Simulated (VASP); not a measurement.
A run of VASP 6.6.1 is set up as follows.

File INCAR:

```
SYSTEM = CdTe
PREC = Accurate
ENCUT = 520
EDIFF = 1E-6
ISMEAR = 0
SIGMA = 0.01
LREAL = .False.
LASPH = .True.
NELM = 60
ALGO = Normal
ISIF = 2
LWAVE = .False.
LCHARG = .False.
GGA = PE
NBANDS = 16
```

The input KPOINTS:

```
regular mesh
0
Gamma
  6 6 6
  0 0 0
```

File POSCAR:

```
CdTe
1.0
    0.0000000000      3.2756328289      3.2756328289
    3.2756328289      0.0000000000      3.2756328289
    3.2756328289      3.2756328289      0.0000000000
Cd Te
1 1
Direct
    0.0000000000      0.0000000000      0.0000000000
    0.2500000000      0.2500000000      0.2500000000
```

Potentials or basis: VASP PAW PBE potentials, release 64 (Cd, Te).

The run is started by

```bash
$ cat potpaw_PBE.64/Cd/POTCAR potpaw_PBE.64/Te/POTCAR > POTCAR
$ mpirun -np 1 vasp_std > vasp.out
```

(1) Estimate the band gap on the k mesh.

(2) Estimate the pressure.

Results:

(1) 0.67 eV, direct.

(2) 1.3 GPa.

Caveat: spin-orbit coupling is left out, which moves the levels of the heavy elements.
